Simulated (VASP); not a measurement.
# AlGaN2 (P-4m2) in VASP: notebook

The runs below take AlGaN2 through single point, with LDA.

All numbers are computed with VASP 6.6.1; they aren't measurements. Logs are shortened: lines on timing, memory, paths and dates and some standing lists are left out, and cuts for length are marked.

### 1 The cell of the first run

Symmetry: P-4m2, No. 115, tetragonal system. The conventional cell has a = 3.047 Å, b = 3.047 Å, c = 4.291 Å, α = 90.00°, β = 90.00°, γ = 90.00°. Within 2.4 Å of Al (site symmetry -4m2) lie 4 N at 1.83 Å. Ga (site symmetry -4m2) has 4 N at 1.89 Å within 2.5 Å. Within 2.4 Å of N (site symmetry 2mm) lie 2 Al at 1.83 Å and 2 Ga at 1.89 Å.

### 2 Single point, LDA (strain -0.030 along x and y, -0.030 along z)

INCAR

```
SYSTEM = AlGaN2
ALGO = Normal ; EDIFF = 1E-7
ENCUT = 520 ; GGA = CA
ISIF = 2 ; ISMEAR = 0
LASPH = .TRUE. ; LCHARG = .FALSE.
LREAL = .FALSE. ; LWAVE = .FALSE.
NBANDS = 21 ; NELM = 100
PREC = Accurate ; SIGMA = 0.05
```

KPOINTS

```
k-points
0
G
  8 8 6
  0 0 0
```

POSCAR

```
AlGaN2
1.0
    3.0466507372      0.0000000000      0.0000000000
    0.0000000000      3.0466507372      0.0000000000
    0.0000000000      0.0000000000      4.2911228018
Al Ga N
1 1 2
Direct
    0.5000000000      0.5000000000      0.5000000000
    0.0000000000      0.0000000000      0.0000000000
    0.5000000000      0.0000000000      0.7382648100
    0.0000000000      0.5000000000      0.2617351900
```

Potentials or basis: VASP PAW LDA potentials, release 64 (Al, Ga_d, N).

On the command line:

```sh
$ cat potpaw_LDA.64/Al/POTCAR potpaw_LDA.64/Ga_d/POTCAR potpaw_LDA.64/N/POTCAR > POTCAR
$ mpirun -np 1 vasp_std > vasp.out
```

OUTCAR:

```text
SYSTEM = AlGaN2
   EDIFF = 1E-7
   ENCUT = 520
   GGA = CA
   ISIF = 2
   ISMEAR = 0
   LASPH = .TRUE.
   LREAL = .FALSE.
   NELM = 100
   PREC = Accurate

 ion  position               nearest neighbor table
   1  0.500  0.500  0.500-   3 1.83   4 1.83   3 1.83   4 1.83   2 3.04   2 3.04   2 3.04   2 3.04
                             2 3.04   2 3.04   2 3.04   2 3.04
   2  0.000  0.000  0.000-   3 1.89   4 1.89   4 1.89   3 1.89   1 3.04   1 3.04   1 3.04   1 3.04
                             1 3.04   1 3.04   1 3.04   1 3.04
   3  0.500  0.000  0.738-   1 1.83   1 1.83   2 1.89   2 1.89
   4  0.000  0.500  0.262-   1 1.83   1 1.83   2 1.89   2 1.89

  LATTYP: Found a simple tetragonal cell.
 ALAT       =     3.0466507372
 C/A-ratio  =     1.4084721788

  Lattice vectors:

 A1 = (   3.0466507372,   0.0000000000,   0.0000000000)
 A2 = (   0.0000000000,   3.0466507372,   0.0000000000)
 A3 = (   0.0000000000,   0.0000000000,   4.2911228018)

Analysis of symmetry for initial positions (statically):
=====================================================================
 Subroutine PRICEL returns:
 Original cell was already a primitive cell.

 Routine SETGRP: Setting up the symmetry group for a
 simple tetragonal supercell.

 Subroutine GETGRP returns: Found  8 space group operations
 (whereof  8 operations were pure point group operations)
 out of a pool of 16 trial point group operations.

The static configuration has the point symmetry D_2d.

Analysis of symmetry for dynamics (positions and initial velocities):
=====================================================================
 Subroutine PRICEL returns:
 Original cell was already a primitive cell.

 Routine SETGRP: Setting up the symmetry group for a
 simple tetragonal supercell.

 Subroutine GETGRP returns: Found  8 space group operations
 (whereof  8 operations were pure point group operations)
 out of a pool of 16 trial point group operations.

The dynamic configuration has the point symmetry D_2d.

 Subroutine INISYM returns: Found  8 space group operations
 (whereof  8 operations are pure point group operations),
 and found     1 'primitive' translations

----------------------------------------------------------------------------------------

                                     Primitive cell

  volume of cell :      39.8305

  direct lattice vectors                    reciprocal lattice vectors
     3.046650737  0.000000000  0.000000000     0.328229287  0.000000000  0.000000000
     0.000000000  3.046650737  0.000000000     0.000000000  0.328229287  0.000000000
     0.000000000  0.000000000  4.291122802     0.000000000  0.000000000  0.233039241

  length of vectors
     3.046650737  3.046650737  4.291122802     0.328229287  0.328229287  0.233039241

  position of ions in fractional coordinates (direct lattice)
     0.500000000  0.500000000  0.500000000
     0.000000000  0.000000000  0.000000000
     0.500000000  0.000000000  0.738264810
     0.000000000  0.500000000  0.261735190

  ion indices of the primitive-cell ions
   primitive index   ion index
                 1           1
                 2           2
                 3           3
                 4           4

----------------------------------------------------------------------------------------

 KPOINTS: k-points

Automatic generation of k-mesh.
 Grid dimensions read from file:
 generate k-points for:    8    8    6

 Generating k-lattice:

  Cartesian coordinates                     Fractional coordinates (reciprocal lattice)
     0.041028661  0.000000000  0.000000000     0.125000000  0.000000000  0.000000000
     0.000000000  0.041028661  0.000000000     0.000000000  0.125000000  0.000000000
     0.000000000  0.000000000  0.038839873     0.000000000  0.000000000  0.166666667

  Length of vectors
     0.041028661  0.041028661  0.038839873

  Shift w.r.t. Gamma in fractional coordinates (k-lattice)
     0.000000000  0.000000000  0.000000000

 Subroutine IBZKPT returns following result:
 ===========================================

 Found     60 irreducible k-points:

 Following reciprocal coordinates:
            Coordinates               Weight
  0.000000  0.000000  0.000000      1.000000
  0.125000  0.000000  0.000000      4.000000
  0.250000  0.000000  0.000000      4.000000
  0.375000  0.000000  0.000000      4.000000
  0.500000  0.000000  0.000000      2.000000
  0.125000  0.125000  0.000000      4.000000
[... 16 lines left out ...]
  0.375000  0.125000  0.166667     16.000000
  0.500000  0.125000  0.166667      8.000000
 [... further k-points ...]
   k-points           NKPTS =     60   k-points in BZ     NKDIM =     60   number of bands    NBANDS=     21
   number of dos      NEDOS =    301   number of ions     NIONS =      4
   total plane-waves  NPLWV =  18432
   dimension x,y,z NGX =    24 NGY =   24 NGZ =   32
   dimension x,y,z NGXF=    48 NGYF=   48 NGZF=   64
   ions per type =               1   1   2
   NGX,Y,Z   is equivalent  to a cutoff of  13.10, 13.10, 12.40 a.u.
   NGXF,Y,Z  is equivalent  to a cutoff of  26.19, 26.19, 24.79 a.u.
 SYSTEM =  AlGaN2
   PREC   = accura    normal or accurate (medium, high low for compatibility)
   ISTART =      0    job   : 0-new  1-cont  2-samecut
   ICHARG =      2    charge: 1-file 2-atom 10-const
   ISPIN  =      1    spin polarized calculation?
   LNONCOLLINEAR =      F non collinear calculations
   LSORBIT =      F    spin-orbit coupling
   LASPH  =      T    aspherical Exc in radial PAW
   ENCUT  =  520.0 eV  38.22 Ry    6.18 a.u.   5.66  5.66  7.98*2*pi/ulx,y,z
   NELM   =    100;   NELMIN=  2; NELMDL= -5     # of ELM steps
   EDIFF  = 0.1E-06   stopping-criterion for ELM
   LREAL  =      F    real-space projection
   EDIFFG = 0.1E-05   stopping-criterion for IOM
   NSW    =      0    number of steps for IOM
   IBRION =     -1    ionic relax: 0-MD 1-quasi-New 2-CG
   NFREE  =      0    steps in history (QN), initial steepest desc. (CG)
   ISIF   =      2    stress and relaxation
   ISYM   =      2    0-nonsym 1-usesym 2-fastsym
   POTIM  = 0.5000    time-step for ionic-motion
   TEBEG  =    0.0;   TEEND  =   0.0 temperature during run
   PSTRESS=    0.0 pullay stress
   NELECT =      26.0000    total number of electrons
   NUPDOWN=      -1.0000    fix difference up-down
   EMIN   =  10.00;   EMAX   =-10.00  energy-range for DOS
   EFERMI =   0.00;   METHOD = LEGACY
   ISMEAR =     0;   SIGMA  =   0.05  broadening in eV -4-tet -1-fermi 0-gaus
   EFERMI_NEDOS =   21; number of points for ismear=-14 and -15
   IALGO  =     38    algorithm
   IMIX   =      4    mixing-type and parameters
     AMIX     =   0.40;   BMIX     =  1.00
     AMIX_MAG =   1.60;   BMIX_MAG =  1.00
  volume/ion in A,a.u.               =       9.96        67.20
  Fermi-wavevector in a.u.,A,eV,Ry     =   1.420127  2.683651 27.439695  2.016761
  Thomas-Fermi vector in A             =   2.541075
   LORBIT       =      0    0 simple, 1 ext, 2 COOP (PROOUT), +10 PAW based schemes
   GGA     = CA    functional components
   LHFCALC =     F    Hartree Fock is set to
   AEXX    =    0.0000 exact exchange contribution
   IVDW    =     0    specifies the selected vdW correction
   LEPSILON=     F    determine dielectric tensor
   LRPA    =     F    only Hartree local field effects (RPA)
 non-spin polarized calculation
 Gauss-broadening in eV      SIGMA  =   0.05
  energy-cutoff  :      520.00
  volume of cell :       39.83
 maximum number of plane-waves:      1088
 NGX is ok and might be reduce to    24
   NGX = 11   NGY = 11   NGZ = 15

 number of electron      26.0000015 magnetization

 Free energy of the ion-electron system (eV)
  ---------------------------------------------------
  ext. energy  EPLUGINS =         0.00000000
  ---------------------------------------------------
  free energy    TOTEN  =       -30.17035977 eV

  energy without entropy =      -30.17035977  energy(sigma->0) =      -30.17035977

 E-fermi :   6.5843     XC(G=0): -12.1757

 val. band max:        6.3767180939   @ k =   0.0000   0.0000   0.0000
 cond. band min:       9.6337271675   @ k =   0.5000   0.5000   0.0000
 fundamental gap:      3.2570090736
 Fermi energy:         6.5842560330

 k-point     1 :       0.0000    0.0000    0.0000
  band No.  band energies     occupation
      1      -9.6868      2.00000
      2      -7.9490      2.00000
      3      -6.7407      2.00000
      4      -6.7407      2.00000
      5      -6.6949      2.00000
      6      -6.4738      2.00000
[... 13 lines left out ...]
     20      19.9167      0.00000
     21      22.1263      0.00000

 k-point     2 :       0.1250    0.0000    0.0000
  band No.  band energies     occupation
      1      -9.5328      2.00000
      2      -7.9478      2.00000
      3      -6.7609      2.00000
      4      -6.7371      2.00000
      5      -6.6623      2.00000
      6      -6.4889      2.00000
[... 13 lines left out ...]
     20      19.7131      0.00000
     21      21.5997      0.00000

 k-point     3 :       0.2500    0.0000    0.0000
  band No.  band energies     occupation
      1      -9.1161      2.00000
      2      -7.9618      2.00000
      3      -6.7586      2.00000
      4      -6.7284      2.00000
      5      -6.5699      2.00000
      6      -6.5250      2.00000
[... 13 lines left out ...]
     20      19.1504      0.00000
     21      20.4400      0.00000

 k-point     4 :       0.3750    0.0000    0.0000
  band No.  band energies     occupation
      1      -8.5973      2.00000
      2      -8.0245      2.00000
      3      -6.7196      2.00000
      4      -6.7034      2.00000
      5      -6.5607      2.00000
      6      -6.3437      2.00000
[... 13 lines left out ...]
     20      18.8073      0.00000
     21      19.4564      0.00000

 k-point     5 :       0.5000    0.0000    0.0000
  band No.  band energies     occupation
      1      -8.2644      2.00000
      2      -8.1501      2.00000
      3      -6.7158      2.00000
      4      -6.6720      2.00000
      5      -6.5754      2.00000
      6      -5.9552      2.00000
[... 13 lines left out ...]
     20      18.8441      0.00000
     21      18.9543      0.00000

 k-point     6 :       0.1250    0.1250    0.0000
  band No.  band energies     occupation
      1      -9.3835      2.00000
      2      -7.9431      2.00000
      3      -6.7608      2.00000
      4      -6.7420      2.00000
      5      -6.6359      2.00000
      6      -6.5037      2.00000
[... 13 lines left out ...]
     20      19.4925      0.00000
     21      20.3522      0.00000

 k-point     7 :       0.2500    0.1250    0.0000
  band No.  band energies     occupation
      1      -8.9837      2.00000
      2      -7.9473      2.00000
      3      -6.7562      2.00000
      4      -6.7154      2.00000
      5      -6.5725      2.00000
      6      -6.5152      2.00000
[... 13 lines left out ...]
     20      19.0788      0.00000
     21      19.5314      0.00000
[... 291 lines left out ...]
      1      -8.2777      2.00000
      2      -8.1223      2.00000
      3      -6.7177      2.00000
      4      -6.6523      2.00000
      5      -6.5752      2.00000
      6      -5.9460      2.00000
[... 13 lines left out ...]
     20      18.3958      0.00000
     21      18.5506      0.00000

 k-point    21 :       0.1250    0.1250    0.1667
  band No.  band energies     occupation
      1      -9.2610      2.00000
      2      -7.9801      2.00000
      3      -6.7694      2.00000
      4      -6.7280      2.00000
      5      -6.6353      2.00000
      6      -6.5035      2.00000
[... 13 lines left out ...]
     20      18.9202      0.00000
     21      20.5837      0.00000

 k-point    22 :       0.2500    0.1250    0.1667
  band No.  band energies     occupation
      1      -8.8896      2.00000
      2      -7.9721      2.00000
      3      -6.7585      2.00000
      4      -6.6932      2.00000
      5      -6.5708      2.00000
      6      -6.5116      2.00000
[... 13 lines left out ...]
     20      19.0560      0.00000
     21      19.7937      0.00000

 k-point    23 :       0.3750    0.1250    0.1667
  band No.  band energies     occupation
      1      -8.4586      2.00000
      2      -8.0034      2.00000
      3      -6.7334      2.00000
      4      -6.6442      2.00000
      5      -6.5905      2.00000
      6      -6.2541      2.00000
[... 13 lines left out ...]
     20      19.0775      0.00000
     21      19.3571      0.00000

 k-point    24 :       0.5000    0.1250    0.1667
  band No.  band energies     occupation
      1      -8.2240      2.00000
      2      -8.0696      2.00000
      3      -6.7246      2.00000
      4      -6.6213      2.00000
      5      -6.6070      2.00000
      6      -5.8619      2.00000
[... 13 lines left out ...]
     20      19.1133      0.00000
     21      19.1238      0.00000

 [... further k-points ...]
[... 5 lines left out ...]
  --------------------------------------------------------------------------------------
  -------------------------------------------------------------------------------------
  Total        4.2046179      4.2046179      4.0839061      0.0000000      0.0000000      0.0000000
  in kB      169.1300738    169.1300738    164.2744607      0.0000000      0.0000000      0.0000000
  external PRESSURE =     167.5115361 kB  Pullay stress =       0.0000000 kB

 VOLUME and BASIS-vectors are now :
 -----------------------------------------------------------------------------
  energy-cutoff  :      520.00
  volume of cell :       39.83
      direct lattice vectors                 reciprocal lattice vectors
     3.046650737  0.000000000  0.000000000     0.328229287  0.000000000  0.000000000
     0.000000000  3.046650737  0.000000000     0.000000000  0.328229287  0.000000000
     0.000000000  0.000000000  4.291122802     0.000000000  0.000000000  0.233039241

 POSITION                                       TOTAL-FORCE (eV/Angst)
 -----------------------------------------------------------------------------------
      1.52333      1.52333      2.14556         0.000000      0.000000      0.000000
      0.00000      0.00000      0.00000         0.000000     -0.000000      0.000000
      1.52333      0.00000      3.16798        -0.000000     -0.000000      0.170234
      0.00000      1.52333      1.12314         0.000000     -0.000000     -0.170234
 -----------------------------------------------------------------------------------
    total drift:                                0.000000      0.000000     -0.000000

  FREE ENERGIE OF THE ION-ELECTRON SYSTEM (eV)
  ---------------------------------------------------
  free  energy   TOTEN  =       -30.1703597719 eV

  energy  without entropy=      -30.1703597719  energy(sigma->0) =      -30.17035977
```

Wall time 24 s (1 thread of Intel Xeon 6975P-C, shared host); peak memory 0.17 GiB.

What came out:

- Free energy: -30.1704 eV
- Pressure: 16.8 GPa
- Largest force: 0.170 eV/Å
- Band gap on the k mesh: 3.26 eV, indirect (least direct gap 3.56 eV)

Forces on the atoms (eV/Å):
```
Al   0.000  0.000  0.000
Ga   0.000  0.000  0.000
N    0.000  0.000  0.170
N    0.000  0.000 -0.170
```

Stress tensor (GPa, compression positive):
```
16.91  0.00  0.00
 0.00 16.91  0.00
 0.00  0.00 16.43
```

Levels at points of the mesh, in eV from the valence-band top:
| k point | band 9 | band 10 | band 11 | band 12 | band 13 | band 14 | band 15 | band 16 | band 17 | band 18 |
| --- | --- | --- | --- | --- | --- | --- | --- | --- | --- | --- |
| (0.00, 0.00, 0.00) | -2.57 | -2.57 | -0.31 | 0.00 | 0.00 | 3.56 | 3.59 | 7.96 | 11.79 | 11.79 |
| (0.50, 0.00, 0.00) | -4.70 | -3.24 | -3.12 | -1.08 | -0.76 | 7.36 | 7.78 | 8.36 | 8.96 | 10.79 |
| (0.50, 0.50, 0.00) | -5.26 | -2.53 | -2.50 | -2.50 | -2.48 | 3.26 | 3.26 | 6.68 | 9.05 | 13.23 |
| (0.00, 0.00, 0.50) | -2.56 | -1.75 | -1.75 | -1.07 | -1.07 | 5.59 | 5.75 | 8.58 | 9.67 | 11.45 |
| (0.50, 0.00, 0.50) | -6.73 | -1.06 | -0.97 | -0.65 | -0.62 | 5.84 | 7.17 | 9.57 | 9.92 | 10.53 |
| (0.50, 0.50, 0.50) | -4.62 | -4.47 | -3.61 | -3.61 | -3.56 | 6.31 | 6.31 | 9.70 | 11.13 | 11.74 |

Caveat: the cell differs from its parent crystal (strain -0.030 along x and y, -0.030 along z). A k mesh can miss the band edges.

[end of part 1 of 2]
